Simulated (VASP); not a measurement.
# Al3GaN4 (Cm) in VASP: further runs

Runs on Al3GaN4. Level: r2SCAN. Tasks: single point.

All numbers are computed with VASP 6.6.1; they aren't measurements. Logs are shortened: lines on timing, memory, paths and dates and some standing lists are left out, and cuts for length are marked.

**1. The cell of the first run**

Symmetry: Cm, No. 8, monoclinic system. Conventional cell: a = 6.224 Å, b = 6.224 Å, c = 4.401 Å, α = 90.00°, β = 90.00°, γ = 90.00°. Within 2.5 Å of Al (site symmetry m) lie 4 N at 1.89 Å. Within 2.5 Å of Al (site symmetry 1) lie 4 N at 1.89 Å. Ga (site symmetry m) has 4 N at 1.79 to 2.11 Å within 2.4 Å. Within 2.4 Å of N (site symmetry m) lie 1 Ga at 1.79 Å and 3 Al at 1.89 Å. Within 2.5 Å of N (site symmetry 1) lie 3 Al at 1.89 Å and 1 Ga at 1.96 Å. N (site symmetry m) has 3 Al at 1.89 Å and 1 Ga at 2.11 Å within 2.5 Å.

**2. Single point, r2SCAN (atom 4 (Ga) moved -0.200 Å along Cartesian [1 1 0])**

Input file POSCAR:

```
Al3GaN4
1.0
    4.4012372935      0.0000000000      0.0000000000
    0.0000000000      4.4012372935      0.0000000000
    0.0000000000      0.0000000000      4.4012372935
Al Ga N
3 1 4
Direct
    0.5000000000      0.5000000000      0.0000000000
    0.5000000000      0.0000000000      0.5000000000
    0.0000000000      0.5000000000      0.5000000000
   -0.0321321817     -0.0321321817      0.0000000000
    0.7444581597      0.7444581597      0.2555418403
    0.7444581597      0.2555418403      0.7444581597
    0.2555418403      0.7444581597      0.7444581597
    0.2555418403      0.2555418403      0.2555418403
```

Input file INCAR.step1:

```
SYSTEM = Al3GaN4
ALGO = Normal
EDIFF = 1E-4
ENCUT = 520
GGA = PE
ISMEAR = 0
LASPH = .True.
LCHARG = .False.
LREAL = .False.
LWAVE = .True.
NBANDS = 31
NELM = 60
PREC = Accurate
SIGMA = 0.05
```

Input file INCAR.step2:

```
SYSTEM = Al3GaN4
ALGO = Normal
EDIFF = 1E-7
ENCUT = 520
ISIF = 2
ISMEAR = 0
ISTART = 1
LASPH = .True.
LCHARG = .True.
LELF = .True.
LMIXTAU = .True.
LREAL = .False.
LVHAR = .True.
LWAVE = .False.
METAGGA = R2SCAN
NBANDS = 31
NELM = 60
PREC = Accurate
SIGMA = 0.05
```

Input file KPOINTS:

```
k-points
0
Gamma
  6 6 6
  0 0 0
```

Potentials or basis: VASP PAW PBE potentials, release 64 (Al, Ga_d, N).

On the command line:

```
$ cat potpaw_PBE.64/Al/POTCAR potpaw_PBE.64/Ga_d/POTCAR potpaw_PBE.64/N/POTCAR > POTCAR
$ cp INCAR.step1 INCAR
$ mpirun -np 1 vasp_std > vasp.out
$ cp INCAR.step2 INCAR
$ mpirun -np 1 vasp_std > vasp.out
```

OUTCAR:

```text
SYSTEM = Al3GaN4
   EDIFF = 1E-7
   ENCUT = 520
   ISIF = 2
   ISMEAR = 0
   ISTART = 1
   LASPH = .True.
   LREAL = .False.
   METAGGA = R2SCAN
   NELM = 60
   PREC = Accurate

 ion  position               nearest neighbor table
   1  0.500  0.500  0.000-   5 1.89   6 1.89   7 1.89   8 1.89   4 2.91   3 3.11   2 3.11   2 3.11
                             3 3.11   2 3.11   2 3.11   3 3.11   3 3.11   4 3.12   4 3.12
   2  0.500  0.000  0.500-   5 1.89   6 1.89   7 1.89   8 1.89   4 3.02   4 3.02   1 3.11   1 3.11
                             3 3.11   1 3.11   3 3.11   1 3.11   3 3.11   3 3.11
   3  0.000  0.500  0.500-   5 1.89   6 1.89   7 1.89   8 1.89   4 3.02   4 3.02   1 3.11   1 3.11
                             2 3.11   2 3.11   1 3.11   2 3.11   1 3.11   2 3.11
   4  0.968  0.968  0.000-   5 1.79   6 1.96   7 1.96   8 2.11   1 2.91   2 3.02   3 3.02   2 3.02
                             3 3.02   1 3.12   1 3.12
   5  0.744  0.744  0.256-   4 1.79   2 1.89   3 1.89   1 1.89
   6  0.744  0.256  0.744-   1 1.89   2 1.89   3 1.89   4 1.96
   7  0.256  0.744  0.744-   1 1.89   2 1.89   3 1.89   4 1.96
   8  0.256  0.256  0.256-   1 1.89   2 1.89   3 1.89   4 2.11

  LATTYP: Found a simple cubic cell.
 ALAT       =     4.4012372935

  Lattice vectors:

 A1 = (   4.4012372935,   0.0000000000,   0.0000000000)
 A2 = (   0.0000000000,   4.4012372935,   0.0000000000)
 A3 = (   0.0000000000,   0.0000000000,   4.4012372935)

Analysis of symmetry for initial positions (statically):
=====================================================================
 Subroutine PRICEL returns:
 Original cell was already a primitive cell.

 Routine SETGRP: Setting up the symmetry group for a
 simple cubic supercell.

 Subroutine GETGRP returns: Found  2 space group operations
 (whereof  2 operations were pure point group operations)
 out of a pool of 48 trial point group operations.

The static configuration has the point symmetry C_1h.

Analysis of symmetry for dynamics (positions and initial velocities):
=====================================================================
 Subroutine PRICEL returns:
 Original cell was already a primitive cell.

 Routine SETGRP: Setting up the symmetry group for a
 simple cubic supercell.

 Subroutine GETGRP returns: Found  2 space group operations
 (whereof  2 operations were pure point group operations)
 out of a pool of 48 trial point group operations.

The dynamic configuration has the point symmetry C_1h.

 Subroutine INISYM returns: Found  2 space group operations
 (whereof  2 operations are pure point group operations),
 and found     1 'primitive' translations

----------------------------------------------------------------------------------------

                                     Primitive cell

  volume of cell :      85.2559

  direct lattice vectors                    reciprocal lattice vectors
     4.401237294  0.000000000  0.000000000     0.227208835  0.000000000  0.000000000
     0.000000000  4.401237294  0.000000000     0.000000000  0.227208835  0.000000000
     0.000000000  0.000000000  4.401237294     0.000000000  0.000000000  0.227208835

  length of vectors
     4.401237294  4.401237294  4.401237294     0.227208835  0.227208835  0.227208835

  position of ions in fractional coordinates (direct lattice)
     0.500000000  0.500000000  0.000000000
     0.500000000  0.000000000  0.500000000
     0.000000000  0.500000000  0.500000000
     0.967867818  0.967867818  0.000000000
     0.744458160  0.744458160  0.255541840
     0.744458160  0.255541840  0.744458160
     0.255541840  0.744458160  0.744458160
     0.255541840  0.255541840  0.255541840

  ion indices of the primitive-cell ions
   primitive index   ion index
                 1           1
                 2           2
                 3           3
                 4           4
                 5           5
                 6           6
                 7           7
                 8           8

----------------------------------------------------------------------------------------

 KPOINTS: k-points

Automatic generation of k-mesh.
 Grid dimensions read from file:
 generate k-points for:    6    6    6

 Generating k-lattice:

  Cartesian coordinates                     Fractional coordinates (reciprocal lattice)
     0.037868139  0.000000000  0.000000000     0.166666667  0.000000000  0.000000000
     0.000000000  0.037868139  0.000000000     0.000000000  0.166666667  0.000000000
     0.000000000  0.000000000  0.037868139     0.000000000  0.000000000  0.166666667

  Length of vectors
     0.037868139  0.037868139  0.037868139

  Shift w.r.t. Gamma in fractional coordinates (k-lattice)
     0.000000000  0.000000000  0.000000000

 Subroutine IBZKPT returns following result:
 ===========================================

 Found     68 irreducible k-points:

 Following reciprocal coordinates:
            Coordinates               Weight
  0.000000  0.000000  0.000000      1.000000
  0.166667  0.000000  0.000000      4.000000
  0.000000  0.000000  0.166667      2.000000
  0.333333  0.000000  0.000000      4.000000
  0.000000  0.000000  0.333333      2.000000
  0.500000  0.000000  0.000000      2.000000
[... 16 lines left out ...]
 -0.333333  0.333333  0.000000      2.000000
 -0.333333  0.000000  0.333333      4.000000
 [... further k-points ...]
   k-points           NKPTS =     68   k-points in BZ     NKDIM =     68   number of bands    NBANDS=     31
   number of dos      NEDOS =    301   number of ions     NIONS =      8
   total plane-waves  NPLWV =  46656
   dimension x,y,z NGX =    36 NGY =   36 NGZ =   36
   dimension x,y,z NGXF=    72 NGYF=   72 NGZF=   72
   ions per type =               3   1   4
   NGX,Y,Z   is equivalent  to a cutoff of  13.60, 13.60, 13.60 a.u.
   NGXF,Y,Z  is equivalent  to a cutoff of  27.20, 27.20, 27.20 a.u.
 SYSTEM =  Al3GaN4
   PREC   = accura    normal or accurate (medium, high low for compatibility)
   ISTART =      1    job   : 0-new  1-cont  2-samecut
   ICHARG =      0    charge: 1-file 2-atom 10-const
   ISPIN  =      1    spin polarized calculation?
   LNONCOLLINEAR =      F non collinear calculations
   LSORBIT =      F    spin-orbit coupling
   LASPH  =      T    aspherical Exc in radial PAW
   ENCUT  =  520.0 eV  38.22 Ry    6.18 a.u.   8.18  8.18  8.18*2*pi/ulx,y,z
   NELM   =     60;   NELMIN=  2; NELMDL=  0     # of ELM steps
   EDIFF  = 0.1E-06   stopping-criterion for ELM
   LREAL  =      F    real-space projection
   EDIFFG = 0.1E-05   stopping-criterion for IOM
   NSW    =      0    number of steps for IOM
   IBRION =     -1    ionic relax: 0-MD 1-quasi-New 2-CG
   NFREE  =      0    steps in history (QN), initial steepest desc. (CG)
   ISIF   =      2    stress and relaxation
   ISYM   =      2    0-nonsym 1-usesym 2-fastsym
   POTIM  = 0.5000    time-step for ionic-motion
   TEBEG  =    0.0;   TEEND  =   0.0 temperature during run
   PSTRESS=    0.0 pullay stress
   NELECT =      42.0000    total number of electrons
   NUPDOWN=      -1.0000    fix difference up-down
   EMIN   =  10.00;   EMAX   =-10.00  energy-range for DOS
   EFERMI =   0.00;   METHOD = LEGACY
   ISMEAR =     0;   SIGMA  =   0.05  broadening in eV -4-tet -1-fermi 0-gaus
   EFERMI_NEDOS =   21; number of points for ismear=-14 and -15
   IALGO  =     38    algorithm
   IMIX   =      4    mixing-type and parameters
     AMIX     =   0.40;   BMIX     =  1.00
     AMIX_MAG =   1.60;   BMIX_MAG =  1.00
  volume/ion in A,a.u.               =      10.66        71.92
  Fermi-wavevector in a.u.,A,eV,Ry     =   1.292954  2.443329 22.745275  1.671731
  Thomas-Fermi vector in A             =   2.424630
   LORBIT       =      0    0 simple, 1 ext, 2 COOP (PROOUT), +10 PAW based schemes
   METAGGA = R2SCAN    functional components
   LHFCALC =     F    Hartree Fock is set to
   AEXX    =    0.0000 exact exchange contribution
   IVDW    =     0    specifies the selected vdW correction
   LEPSILON=     F    determine dielectric tensor
   LRPA    =     F    only Hartree local field effects (RPA)
 non-spin polarized calculation
 Gauss-broadening in eV      SIGMA  =   0.05
  energy-cutoff  :      520.00
  volume of cell :       85.26
 maximum number of plane-waves:      2320
 NGX is ok and might be reduce to    36
   NGX = 17   NGY = 17   NGZ = 17

 number of electron      42.0000007 magnetization

 Free energy of the ion-electron system (eV)
  ---------------------------------------------------
  ext. energy  EPLUGINS =         0.00000000
  ---------------------------------------------------
  free energy    TOTEN  =       -79.04329154 eV

  energy without entropy =      -79.04329154  energy(sigma->0) =      -79.04329154

 E-fermi :   5.9311     XC(G=0): -11.7520

 val. band max:        5.7097277949   @ k =   0.0000   0.0000   0.0000
 cond. band min:       8.7934312917   @ k =   0.0000   0.0000   0.0000
 fundamental gap:      3.0837034967
 Fermi energy:         5.9311069281

 k-point     1 :       0.0000    0.0000    0.0000
  band No.  band energies     occupation
      1     -10.6536      2.00000
      2      -9.0493      2.00000
      3      -8.5867      2.00000
      4      -8.2111      2.00000
      5      -7.5856      2.00000
      6      -7.5833      2.00000
[... 23 lines left out ...]
     30      18.3840      0.00000
     31      18.5330      0.00000

 k-point     2 :       0.1667    0.0000    0.0000
  band No.  band energies     occupation
      1     -10.5436      2.00000
      2      -9.0655      2.00000
      3      -8.6296      2.00000
      4      -8.2267      2.00000
      5      -7.5838      2.00000
      6      -7.5791      2.00000
[... 23 lines left out ...]
     30      18.5234      0.00000
     31      18.7034      0.00000

 k-point     3 :       0.0000    0.0000    0.1667
  band No.  band energies     occupation
      1     -10.5381      2.00000
      2      -9.0972      2.00000
      3      -8.5921      2.00000
      4      -8.2364      2.00000
      5      -7.5819      2.00000
      6      -7.5807      2.00000
[... 703 lines left out ...]
     30      16.9439      0.00000
     31      17.0194      0.00000

 k-point    24 :      -0.3333    0.0000    0.3333
  band No.  band energies     occupation
      1      -9.9690      2.00000
      2      -9.1524      2.00000
      3      -8.7627      2.00000
      4      -8.3099      2.00000
      5      -7.5682      2.00000
      6      -7.5594      2.00000
[... 23 lines left out ...]
     30      17.1052      0.00000
     31      17.1691      0.00000

 [... further k-points ...]

------------------------ aborting loop because EDIFF is reached ----------------------------------------

  FORCE on cell =-STRESS in cart. coord.  units (eV):
  Direction    XX          YY          ZZ          XY          YZ          ZX
  --------------------------------------------------------------------------------------
  -------------------------------------------------------------------------------------
  Total        0.4805194      0.4805194      1.1811450      0.8394481     -1.4821471     -1.4821902
  in kB        9.0301949      9.0301949     22.1967524     15.7753899    -27.8533565    -27.8541664
  external PRESSURE =      13.4190474 kB  Pullay stress =       0.0000000 kB

 VOLUME and BASIS-vectors are now :
 -----------------------------------------------------------------------------
  energy-cutoff  :      520.00
  volume of cell :       85.26
      direct lattice vectors                 reciprocal lattice vectors
     4.401237294  0.000000000  0.000000000     0.227208835  0.000000000  0.000000000
     0.000000000  4.401237294  0.000000000     0.000000000  0.227208835  0.000000000
     0.000000000  0.000000000  4.401237294     0.000000000  0.000000000  0.227208835

 POSITION                                       TOTAL-FORCE (eV/Angst)
 -----------------------------------------------------------------------------------
      2.20062      2.20062      0.00000        -0.714041     -0.714041      0.029729
      2.20062      0.00000      2.20062        -0.694903      0.510288     -0.012629
      0.00000      2.20062      2.20062         0.510288     -0.694903     -0.012629
      4.25982      4.25982      0.00000         2.861002      2.861002     -1.085454
      3.27654      3.27654      1.12470        -1.291091     -1.291091      1.317977
      3.27654      1.12470      3.27654        -0.122217     -0.137179      0.013938
      1.12470      3.27654      3.27654        -0.137179     -0.122217      0.013938
      1.12470      1.12470      1.12470        -0.411858     -0.411858     -0.264871
 -----------------------------------------------------------------------------------
    total drift:                                0.014559      0.014559     -0.000498

  FREE ENERGIE OF THE ION-ELECTRON SYSTEM (eV)
  ---------------------------------------------------
  free  energy   TOTEN  =       -79.0432915381 eV

  energy  without entropy=      -79.0432915381  energy(sigma->0) =      -79.04329154
```

It took 5.3 min on 1 thread of Intel Xeon 6975P-C (Granite Rapids), shared host; peak memory 0.32 GiB.

What came out:

```yaml
Free_energy: -79.0433 eV
Pressure: 1.3 GPa
Largest_force: 4.189 eV/Å
Band_gap_on_the_k_mesh: 3.08 eV
```

Forces in eV/Å, atoms in the order of the input:
```
Al  -0.714 -0.714  0.030
Al  -0.695  0.510 -0.013
Al   0.510 -0.695 -0.013
Ga   2.861  2.861 -1.085
N   -1.291 -1.291  1.318
N   -0.122 -0.137  0.014
N   -0.137 -0.122  0.014
N   -0.412 -0.412 -0.265
```

Caveat: the cell differs from its parent crystal (atom 4 (Ga) moved -0.200 Å along Cartesian [1 1 0]); the PAW data sets were made with another functional, which shifts forces and pressure a little.

**3. Single point, r2SCAN (atom 4 (Ga) moved +0.133 Å along Cartesian [1 1 0])**

Changes to POSCAR since step 2:

```diff
@@ -11,3 +11,3 @@
     0.0000000000      0.5000000000      0.5000000000
-   -0.0321321817     -0.0321321817      0.0000000000
+    0.0214160991      0.0214160991      0.0000000000
     0.7444581597      0.7444581597      0.2555418403
```

Input file INCAR.step1:

```
SYSTEM = Al3GaN4
  ALGO = Normal
  EDIFF = 1E-4
  ENCUT = 520
  GGA = PE
  ISMEAR = 0
  LASPH = .TRUE.
  LCHARG = .FALSE.
  LREAL = .FALSE.
  LWAVE = .TRUE.
  NBANDS = 31
  NELM = 100
  PREC = Accurate
  SIGMA = 0.05
```

Input file INCAR.step2:

```
SYSTEM = Al3GaN4
  ALGO = Normal
  EDIFF = 1E-6
  ENCUT = 520
  ISIF = 2
  ISMEAR = 0
  ISTART = 1
  LASPH = .TRUE.
  LCHARG = .FALSE.
  LMIXTAU = .TRUE.
  LREAL = .FALSE.
  LWAVE = .FALSE.
  METAGGA = R2SCAN
  NBANDS = 31
  NELM = 100
  PREC = Accurate
  SIGMA = 0.05
```

Input file KPOINTS:

```
k-points
0
G
  6 6 6
  0 0 0
```

Potentials or basis: VASP PAW PBE potentials, release 64 (Al, Ga_d, N).

On the command line:

```
$ cat potpaw_PBE.64/Al/POTCAR potpaw_PBE.64/Ga_d/POTCAR potpaw_PBE.64/N/POTCAR > POTCAR
$ cp INCAR.step1 INCAR
$ mpirun -np 1 vasp_std > vasp.out
$ cp INCAR.step2 INCAR
$ mpirun -np 1 vasp_std > vasp.out
```

OUTCAR:

```text
SYSTEM = Al3GaN4
   EDIFF = 1E-6
   ENCUT = 520
   ISIF = 2
   ISMEAR = 0
   ISTART = 1
   LASPH = .TRUE.
   LREAL = .FALSE.
   METAGGA = R2SCAN
   NELM = 100
   PREC = Accurate

 ion  position               nearest neighbor table
   1  0.500  0.500  0.000-   5 1.89   6 1.89   7 1.89   8 1.89   4 2.98   3 3.11   2 3.11   2 3.11
                             3 3.11   2 3.11   2 3.11   3 3.11   3 3.11   4 3.11   4 3.11
   2  0.500  0.000  0.500-   5 1.89   6 1.89   7 1.89   8 1.89   4 3.05   4 3.05   1 3.11   1 3.11
                             3 3.11   1 3.11   3 3.11   1 3.11   3 3.11   3 3.11
   3  0.000  0.500  0.500-   5 1.89   6 1.89   7 1.89   8 1.89   4 3.05   4 3.05   1 3.11   1 3.11
                             2 3.11   2 3.11   1 3.11   2 3.11   1 3.11   2 3.11
[... 1037 lines left out ...]

 VOLUME and BASIS-vectors are now :
 -----------------------------------------------------------------------------
  energy-cutoff  :      520.00
  volume of cell :       85.26
      direct lattice vectors                 reciprocal lattice vectors
     4.401237294  0.000000000  0.000000000     0.227208835  0.000000000  0.000000000
     0.000000000  4.401237294  0.000000000     0.000000000  0.227208835  0.000000000
     0.000000000  0.000000000  4.401237294     0.000000000  0.000000000  0.227208835

 POSITION                                       TOTAL-FORCE (eV/Angst)
 -----------------------------------------------------------------------------------
      2.20062      2.20062      0.00000         0.469005      0.469005      0.013136
      2.20062      0.00000      2.20062         0.463368     -0.342592     -0.006088
      0.00000      2.20062      2.20062        -0.342592      0.463368     -0.006088
      0.09426      0.09426      0.00000        -1.842286     -1.842286     -0.472000
      3.27654      3.27654      1.12470         0.324350      0.324350     -0.227394
      3.27654      1.12470      3.27654         0.062539      0.103314     -0.017721
      1.12470      3.27654      3.27654         0.103314      0.062539     -0.017721
      1.12470      1.12470      1.12470         0.762301      0.762301      0.733877
 -----------------------------------------------------------------------------------
    total drift:                                0.006913      0.006913      0.002167

  FREE ENERGIE OF THE ION-ELECTRON SYSTEM (eV)
  ---------------------------------------------------
  free  energy   TOTEN  =       -79.2641450202 eV

  energy  without entropy=      -79.2641450202  energy(sigma->0) =      -79.26414502
```

OSZICAR.step1:

```text
N       E                     dE             d eps       ncg     rms          rms(c)
DAV:   1     0.331462086883E+03    0.33146E+03   -0.19312E+04  4666   0.171E+03
DAV:   2    -0.188119060129E+02   -0.35027E+03   -0.32465E+03  4938   0.464E+02
DAV:   3    -0.640043523537E+02   -0.45192E+02   -0.44544E+02  4730   0.130E+02
DAV:   4    -0.658284690985E+02   -0.18241E+01   -0.18176E+01  5579   0.293E+01
DAV:   5    -0.658712851303E+02   -0.42816E-01   -0.42798E-01  4931   0.423E+00    0.169E+01
DAV:   6    -0.563320107804E+02    0.95393E+01   -0.29482E+01  6743   0.540E+01    0.556E+00
DAV:   7    -0.565262578272E+02   -0.19425E+00   -0.31869E+00  5141   0.110E+01    0.407E+00
DAV:   8    -0.565146104847E+02    0.11647E-01   -0.40548E-01  5831   0.596E+00    0.938E-01
DAV:   9    -0.564880026621E+02    0.26608E-01   -0.88720E-02  6575   0.401E+00    0.519E-01
DAV:  10    -0.564873340338E+02    0.66863E-03   -0.15547E-02  5180   0.696E-01    0.182E-01
DAV:  11    -0.564877094580E+02   -0.37542E-03   -0.11223E-03  6078   0.292E-01    0.272E-02
DAV:  12    -0.564877217524E+02   -0.12294E-04   -0.11692E-04  3636   0.108E-01
   1 F= -.56487722E+02 E0= -.56487722E+02  d E =-.504385E-12
```

Run time: 4 min. Hardware: 1 thread of Intel Xeon 6975P-C (Granite Rapids), shared host; peak memory 0.32 GiB.

Results:

```
Free energy            : -79.2641 eV
Pressure               : 0.6 GPa
Largest force          : 2.648 eV/Å
Band gap on the k mesh : 3.42 eV
```

Forces in eV/Å, atoms in the order of the input:
```
Al   0.469  0.469  0.013
Al   0.463 -0.343 -0.006
Al  -0.343  0.463 -0.006
Ga  -1.842 -1.842 -0.472
N    0.324  0.324 -0.227
N    0.063  0.103 -0.018
N    0.103  0.063 -0.018
N    0.762  0.762  0.734
```

Caveat: the cell differs from its parent crystal (atom 4 (Ga) moved +0.133 Å along Cartesian [1 1 0]); the PAW data sets were made with another functional, which shifts forces and pressure a little. A k mesh can miss the band edges.
